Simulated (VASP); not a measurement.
A run of VASP 6.6.1 is set up as follows.

POSCAR

```
ZrS
1.0
    0.0000000000      2.6250000000      2.6250000000
    2.6250000000      0.0000000000      2.6250000000
    2.6250000000      2.6250000000      0.0000000000
Zr S
1 1
Direct
    0.0000000000      0.0000000000      0.0000000000
    0.5000000000      0.5000000000      0.5000000000
```

INCAR.step1

```
PREC = Accurate ; ENCUT = 520
ISMEAR = 0 ; SIGMA = 0.1
LREAL = False ; LASPH = True
NELM = 100 ; NBANDS = 16
GGA = PE ; ALGO = Normal
EDIFF = 1E-4 ; LWAVE = True
LCHARG = False
```

File INCAR.step2:

```
PREC = Accurate ; ENCUT = 520
EDIFF = 1E-7 ; ISMEAR = 0
SIGMA = 0.1 ; LREAL = False
LASPH = True ; NELM = 100
ALGO = Normal ; ISIF = 2
LWAVE = False ; LCHARG = False
METAGGA = R2SCAN ; LMIXTAU = True
NBANDS = 16 ; ISTART = 1
```

File KPOINTS:

```
regular mesh
0
Gamma
  4 4 4
```

Potentials or basis: VASP PAW PBE potentials, release 64 (Zr_sv, S).

The run is started by

```bash
$ cat potpaw_PBE.64/Zr_sv/POTCAR potpaw_PBE.64/S/POTCAR > POTCAR
$ cp INCAR.step1 INCAR
$ mpirun -np 1 vasp_std > vasp.out
$ cp INCAR.step2 INCAR
$ mpirun -np 1 vasp_std > vasp.out
```

Q: Estimate the band gap on the k mesh.

A: Zero (band 9 reaches 12.47 eV, above the bottom of band 10 at 9.53 eV).

Q: Predict the pressure.

A: -2.4 GPa.

Caveat: the k points lie up to 0.52 Å⁻¹ apart; the PAW data sets were made with another functional, which shifts forces and pressure a little.
